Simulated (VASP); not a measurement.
# SiGe6 (Cmmm) in VASP: single point with PBE

Aim: the single point of SiGe6 with PBE.

Program: VASP 6.6.1. These are calculated values, not measurements. Logs are shortened: lines on timing, memory, paths and dates and some standing lists are left out, and cuts for length are marked.

**1. The cell of the first run**

The structure is orthorhombic, space group Cmmm (No. 65). The conventional cell has a = 5.005 Å, b = 9.674 Å, c = 5.828 Å, α = 90.00°, β = 90.00°, γ = 90.00°. Si (site symmetry mmm) has 8 Ge at 2.55 to 2.84 Å within 3.4 Å. Within 3.4 Å of Ge (site symmetry m) lie 1 Si at 2.55 Å and 7 Ge at 2.60 to 3.23 Å. Within 3.6 Å of Ge (site symmetry mm2) lie 8 Ge at 2.71 to 3.20 Å and 2 Si at 2.84 Å.

**2. Single point, PBE**

Input file INCAR:

```
PREC = Accurate
ENCUT = 520
EDIFF = 1E-6
ISMEAR = 0
SIGMA = 0.1
LREAL = False
LASPH = True
NELM = 100
ALGO = Normal
ISIF = 2
LWAVE = False
LCHARG = False
GGA = PE
NBANDS = 53
```

Input file KPOINTS:

```
Automatic mesh
0
Gamma
  8 8 6
```

Input file POSCAR:

```
SiGe6
1.0
    2.5024992585     -4.8369268519      0.0000000000
    2.5024992585      4.8369268519      0.0000000000
    0.0000000000      0.0000000000      5.8283866673
Si Ge
1 6
Direct
    0.5000000000      0.5000000000      0.5000000000
    0.2954220585      0.7045779415      0.7768166292
    0.7045779415      0.2954220585      0.7768166292
    0.7045779415      0.2954220585      0.2231833708
    0.2954220585      0.7045779415      0.2231833708
    0.0000000000      0.0000000000      0.7321763700
    0.0000000000      0.0000000000      0.2678236300
```

Potentials or basis: VASP PAW PBE potentials, release 64 (Si, Ge_d).

Run with:

```
$ cat potpaw_PBE.64/Si/POTCAR potpaw_PBE.64/Ge_d/POTCAR > POTCAR
$ mpirun -np 1 vasp_std > vasp.out
```

OUTCAR:

```text
PREC = Accurate
   ENCUT = 520
   EDIFF = 1E-6
   ISMEAR = 0
   LREAL = False
   LASPH = True
   NELM = 100
   ISIF = 2
   GGA = PE

 ion  position               nearest neighbor table
   1  0.500  0.500  0.500-   2 2.55   3 2.55   4 2.55   5 2.55   6 2.84   7 2.84   6 2.84   7 2.84

   2  0.295  0.705  0.777-   1 2.55   5 2.60   3 2.65   3 2.65   6 2.87
   3  0.705  0.295  0.777-   1 2.55   4 2.60   2 2.65   2 2.65   6 2.87
   4  0.705  0.295  0.223-   1 2.55   3 2.60   5 2.65   5 2.65   7 2.87
   5  0.295  0.705  0.223-   1 2.55   2 2.60   4 2.65   4 2.65   7 2.87
   6  0.000  0.000  0.732-   7 2.71   1 2.84   1 2.84   2 2.87   3 2.87
   7  0.000  0.000  0.268-   6 2.71   1 2.84   1 2.84   4 2.87   5 2.87

  LATTYP: Found a base centered orthorhombic cell.
 ALAT       =     5.0049985170
 B/A-ratio  =     1.9328384756
 C/A-ratio  =     1.1645131657

  Lattice vectors:

 A1 = (   2.5024992585,  -4.8369268519,   0.0000000000)
 A2 = (   2.5024992585,   4.8369268519,   0.0000000000)
 A3 = (   0.0000000000,   0.0000000000,   5.8283866673)

Analysis of symmetry for initial positions (statically):
=====================================================================
 Subroutine PRICEL returns:
 Original cell was already a primitive cell.

 Routine SETGRP: Setting up the symmetry group for a
 base centered orthorhombic supercell.

 Subroutine GETGRP returns: Found  8 space group operations
 (whereof  8 operations were pure point group operations)
 out of a pool of  8 trial point group operations.

The static configuration has the point symmetry D_2h.

Analysis of symmetry for dynamics (positions and initial velocities):
=====================================================================
 Subroutine PRICEL returns:
 Original cell was already a primitive cell.

 Routine SETGRP: Setting up the symmetry group for a
 base centered orthorhombic supercell.

 Subroutine GETGRP returns: Found  8 space group operations
 (whereof  8 operations were pure point group operations)
 out of a pool of  8 trial point group operations.

The dynamic configuration has the point symmetry D_2h.

 Subroutine INISYM returns: Found  8 space group operations
 (whereof  8 operations are pure point group operations),
 and found     1 'primitive' translations

----------------------------------------------------------------------------------------

                                     Primitive cell

  volume of cell :     141.0983

[... 97 lines left out ...]
   NELM   =    100;   NELMIN=  2; NELMDL= -5     # of ELM steps
   EDIFF  = 0.1E-05   stopping-criterion for ELM
   LREAL  =      F    real-space projection
   EDIFFG = 0.1E-04   stopping-criterion for IOM
   NSW    =      0    number of steps for IOM
   IBRION =     -1    ionic relax: 0-MD 1-quasi-New 2-CG
   NFREE  =      0    steps in history (QN), initial steepest desc. (CG)
   ISIF   =      2    stress and relaxation
   ISYM   =      2    0-nonsym 1-usesym 2-fastsym
   POTIM  = 0.5000    time-step for ionic-motion
   TEBEG  =    0.0;   TEEND  =   0.0 temperature during run
   PSTRESS=    0.0 pullay stress
   NELECT =      88.0000    total number of electrons
   NUPDOWN=      -1.0000    fix difference up-down
   EMIN   =  10.00;   EMAX   =-10.00  energy-range for DOS
   EFERMI =   0.00;   METHOD = LEGACY
   ISMEAR =     0;   SIGMA  =   0.10  broadening in eV -4-tet -1-fermi 0-gaus
   EFERMI_NEDOS =   21; number of points for ismear=-14 and -15
   IALGO  =     38    algorithm
   IMIX   =      4    mixing-type and parameters
     AMIX     =   0.40;   BMIX     =  1.00
     AMIX_MAG =   1.60;   BMIX_MAG =  1.00
  volume/ion in A,a.u.               =      20.16       136.03
  Fermi-wavevector in a.u.,A,eV,Ry     =   1.398712  2.643183 26.618391  1.956397
  Thomas-Fermi vector in A             =   2.521843
   LORBIT       =      0    0 simple, 1 ext, 2 COOP (PROOUT), +10 PAW based schemes
   GGA     = PE    functional components
   LHFCALC =     F    Hartree Fock is set to
   AEXX    =    0.0000 exact exchange contribution
   IVDW    =     0    specifies the selected vdW correction
   LEPSILON=     F    determine dielectric tensor
   LRPA    =     F    only Hartree local field effects (RPA)
 non-spin polarized calculation
 Gauss-broadening in eV      SIGMA  =   0.10
  energy-cutoff  :      520.00
  volume of cell :      141.10
 maximum number of plane-waves:      3846
 NGX is ok and might be reduce to    42
   NGX = 21   NGY = 21   NGZ = 21

 number of electron      87.9999960 magnetization

 Free energy of the ion-electron system (eV)
  ---------------------------------------------------
  ext. energy  EPLUGINS =         0.00000000
  ---------------------------------------------------
  free energy    TOTEN  =       -30.37137578 eV

  energy without entropy =      -30.35948158  energy(sigma->0) =      -30.36542868

 E-fermi :   6.0120     XC(G=0): -10.6548

 val. band max:        5.9975307759   @ k =  -0.1250   0.1250   0.1667
 cond. band min:       6.0146405345   @ k =   0.5000   0.3750   0.1667
 fundamental gap:      0.0171097586
 Fermi energy:         6.0119892182

 k-point     1 :       0.0000    0.0000    0.0000
  band No.  band energies     occupation
      1     -18.7484      2.00000
      2     -18.7184      2.00000
      3     -18.6961      2.00000
      4     -18.6914      2.00000
      5     -18.6826      2.00000
      6     -18.6812      2.00000
[... 1333 lines left out ...]
     52      10.9078      0.00000
     53      11.2241      0.00000

 [... further k-points ...]
[... 5 lines left out ...]
  --------------------------------------------------------------------------------------
  -------------------------------------------------------------------------------------
  Total        0.1267416      0.1238668      0.1367819     -0.0000000      0.0000000      0.0000000
  in kB        1.4391559      1.4065128      1.5531638     -0.0000000      0.0000000      0.0000000
  external PRESSURE =       1.4662775 kB  Pullay stress =       0.0000000 kB

 VOLUME and BASIS-vectors are now :
 -----------------------------------------------------------------------------
  energy-cutoff  :      520.00
  volume of cell :      141.10
      direct lattice vectors                 reciprocal lattice vectors
     2.502499258 -4.836926852  0.000000000     0.199800259 -0.103371421  0.000000000
     2.502499258  4.836926852  0.000000000     0.199800259  0.103371421  0.000000000
     0.000000000  0.000000000  5.828386667     0.000000000  0.000000000  0.171574066

 POSITION                                       TOTAL-FORCE (eV/Angst)
 -----------------------------------------------------------------------------------
      2.50250      0.00000      2.91419         0.000000      0.000000      0.000000
      2.50250      1.97906      4.52759        -0.000000     -0.003131     -0.001638
      2.50250     -1.97906      4.52759        -0.000000      0.003131     -0.001638
      2.50250     -1.97906      1.30080        -0.000000      0.003131      0.001638
      2.50250      1.97906      1.30080        -0.000000     -0.003131      0.001638
      0.00000      0.00000      4.26741         0.000000      0.000000      0.003164
      0.00000      0.00000      1.56098        -0.000000      0.000000     -0.003164
 -----------------------------------------------------------------------------------
    total drift:                                0.000000      0.000000     -0.000000

  FREE ENERGIE OF THE ION-ELECTRON SYSTEM (eV)
  ---------------------------------------------------
  free  energy   TOTEN  =       -30.3713757819 eV

  energy  without entropy=      -30.3594815770  energy(sigma->0) =      -30.36542868
```

stdout:

```text
POSCAR found type information on POSCAR SiGe
 POSCAR found :  2 types and       7 ions
 scaLAPACK will be used
 LDA part: xc-table for (Slater+PW92), standard interpolation
 POSCAR, INCAR and KPOINTS ok, starting setup
 FFT: planning ... GRIDC
 FFT: planning ... GRID_SOFT
 FFT: planning ... GRID
 WAVECAR not read
 entering main loop
```

Wall time 24 min (1 thread of AMD EPYC 7R13, shared host); peak memory 0.53 GiB.

Results:

| Quantity | Value |
| --- | --- |
| Free energy | -30.3714 eV |
| Pressure | 0.1 GPa |
| Largest force | 0.004 eV/Å |
| Band gap on the k mesh | zero (band 44 reaches 6.96 eV, above the bottom of band 45 at 4.31 eV) |

Forces in eV/Å, atoms in the order of the input:
```
Si   0.000  0.000  0.000
Ge   0.000 -0.003 -0.002
Ge   0.000  0.003 -0.002
Ge   0.000  0.003  0.002
Ge   0.000 -0.003  0.002
Ge   0.000  0.000  0.003
Ge   0.000  0.000 -0.003
```
